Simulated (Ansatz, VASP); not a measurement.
**HfB2W3: VASP beside Ansatz**

File INCAR:

```
SYSTEM = HfB2W3
PREC     = Accurate       ! precision mode
ENCUT    = 520            ! plane-wave cutoff, eV
EDIFF    = 1E-7           ! SCF threshold, eV
ISMEAR   = 0              ! smearing method
SIGMA    = 0.2            ! smearing width, eV
LREAL    = .FALSE.        ! projectors in reciprocal space
LASPH    = .TRUE.         ! aspherical terms in the spheres
NELM     = 100            ! most SCF steps
ALGO     = Fast           ! electronic algorithm
ISIF     = 2              ! what is computed and relaxed
LWAVE    = .FALSE.        ! write WAVECAR
LCHARG   = .FALSE.        ! write CHGCAR
GGA      = PE             ! functional
NBANDS   = 70             ! bands
```

KPOINTS

```
regular mesh
0
G
  6 4 4
  0 0 0
```

File POSCAR:

```
HfB2W3
1.0
   -4.1063454913      0.0000000000      0.0000000000
    0.0000000000      0.0000000000     -5.8614937152
    0.0000000000     -7.1123990243      0.0000000000
Hf B W
2 4 6
Direct
    1.0000000000      1.0000000000      1.0000000000
    0.5000000000      1.0000000000      0.5000000000
    0.5000000000      0.7368138875      0.8333333333
    0.0000000000      0.7368138875      0.3333333333
    0.0000000000      0.2631861125      0.6666666667
    0.5000000000      0.2631861125      0.1666666667
    1.0000000000      0.5000000000      1.0000000000
    0.5000000000      0.5000000000      0.5000000000
    0.5000000000      0.3267818442      0.8333333333
    0.0000000000      0.3267818442      0.3333333333
    0.0000000000      0.6732181558      0.6666666667
    0.5000000000      0.6732181558      0.1666666667
```

Input for Ansatz:

```yaml
crystal:
  lattice:
    - [-4.1063454913, 0.0, 0.0]
    - [0.0, 0.0, -5.8614937152]
    - [0.0, -7.1123990243, 0.0]
  atoms:
    - { symbol: Hf, position: [1.0, 1.0, 1.0] }
    - { symbol: Hf, position: [0.5, 1.0, 0.5] }
    - { symbol: B, position: [0.5, 0.7368138875, 0.8333333333] }
    - { symbol: B, position: [0.0, 0.7368138875, 0.3333333333] }
    - { symbol: B, position: [0.0, 0.2631861125, 0.6666666667] }
    - { symbol: B, position: [0.5, 0.2631861125, 0.1666666667] }
    - { symbol: W, position: [1.0, 0.5, 1.0] }
    - { symbol: W, position: [0.5, 0.5, 0.5] }
    - { symbol: W, position: [0.5, 0.3267818442, 0.8333333333] }
    - { symbol: W, position: [0.0, 0.3267818442, 0.3333333333] }
    - { symbol: W, position: [0.0, 0.6732181558, 0.6666666667] }
    - { symbol: W, position: [0.5, 0.6732181558, 0.1666666667] }
basis:
  ecutwfc: 420
kpoints:
  mp_grid: { grid: [6, 4, 4] }
hamiltonian:
  xc: pbe
scf:
  occupations: { method: gaussian, width: 0.2 }
  lower_state_search: "off"
output:
  forces: true
  stress: true
  eigenvalues: true
```

Alike in both runs: task single point; functional PBE; k mesh 6 × 4 × 4; occupations gaussian, width 0.2 eV; no spin polarisation.

|  | VASP | Ansatz |
| --- | --- | --- |
| version | VASP 6.6.1 | Ansatz 0.2.0 |
| potentials or method | VASP PAW PBE potentials, release 64 (Hf_pv, B, W_sv), cutoff 520 eV | scalar-relativistic, plane waves, PAW |
| valence electrons in the cell | 116 | 148 |

Ansatz gave:

| Quantity | Value |
| --- | --- |
| gap on the k mesh at the Fermi level (eV) | none |
| pressure (GPa) | 0.1 |
| traceless stress, the component that is largest in VASP (GPa) | -0.04 |
| rms of the force components (eV/Å) | 0.024 |

Q: Estimate VASP's values.

A: gap on the k mesh at the Fermi level (eV): none; pressure (GPa): 0.3; traceless stress, the component that is largest in VASP (GPa): -0.34; rms of the force components (eV/Å): 0.027.

Atom by atom the forces differ by 0.027 eV/Å (rms over components). A gap of «none» marks a metal or a gap that the smearing closes. VASP's potentials hold 116 valence electrons a cell and Ansatz's 148, so a difference there can come from the potentials and not from the codes.

Spin-orbit coupling is off throughout.
